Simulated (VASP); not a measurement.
Set up this calculation in VASP 6.6.1, as the native input.

* Task: single point
* Functional: PBE
* Potentials or basis: VASP PAW PBE potentials, release 64 (Si, O)
* Cutoff: 520 eV
* k mesh: 6 × 6 × 8
* Occupations: gaussian, width 0.05 eV
* Spin: no spin polarisation
* Dipole correction: no
* Further INCAR settings: ALGO = Normal; EDIFF = 1e-06; NBANDS = 25

The structure of SiO2 lies in POSCAR:

```
SiO2
1.0
    4.3312000000      0.0000000000      0.0000000000
    0.0000000000      4.3312000000      0.0000000000
    0.0000000000      0.0000000000      2.6897743053
Si O
2 4
Direct
    0.5000000000      0.5000000000      0.5000000000
    0.0000000000      0.0000000000      0.0000000000
    0.6930127928      0.6930127928      0.0000000000
    0.1930127928      0.8069872072      0.5000000000
    0.3069872072      0.3069872072      0.0000000000
    0.8069872072      0.1930127928      0.5000000000
```

These files were run (other wordings do the same):

INCAR

```
SYSTEM = SiO2
ALGO     = Normal         ! electronic algorithm
EDIFF    = 1E-6           ! SCF threshold, eV
ENCUT    = 520            ! plane-wave cutoff, eV
GGA      = PE             ! functional
ISIF     = 2              ! what is computed and relaxed
ISMEAR   = 0              ! smearing method
LASPH    = .TRUE.         ! aspherical terms in the spheres
LCHARG   = .FALSE.        ! write CHGCAR
LREAL    = .FALSE.        ! projectors in reciprocal space
LWAVE    = .FALSE.        ! write WAVECAR
NBANDS   = 25             ! bands
NELM     = 100            ! most SCF steps
PREC     = Accurate       ! precision mode
SIGMA    = 0.05           ! smearing width, eV
```

KPOINTS

```
k-points
0
G
  6 6 8
  0 0 0
```

Potentials or basis: VASP PAW PBE potentials, release 64 (Si, O).

Run with:

```console
$ cat potpaw_PBE.64/Si/POTCAR potpaw_PBE.64/O/POTCAR > POTCAR
$ mpirun -np 1 vasp_std > vasp.out
```

It gave:

| Quantity | Value |
| --- | --- |
| Pressure | -10.8 GPa |
| Largest force | 0.466 eV/Å |
| Band gap on the k mesh | 4.36 eV |

Caveat: the cell stands under tension.

Wall time 69 s on 1 thread of Intel Xeon 8259CL (shared host), peak memory 0.18 GiB.
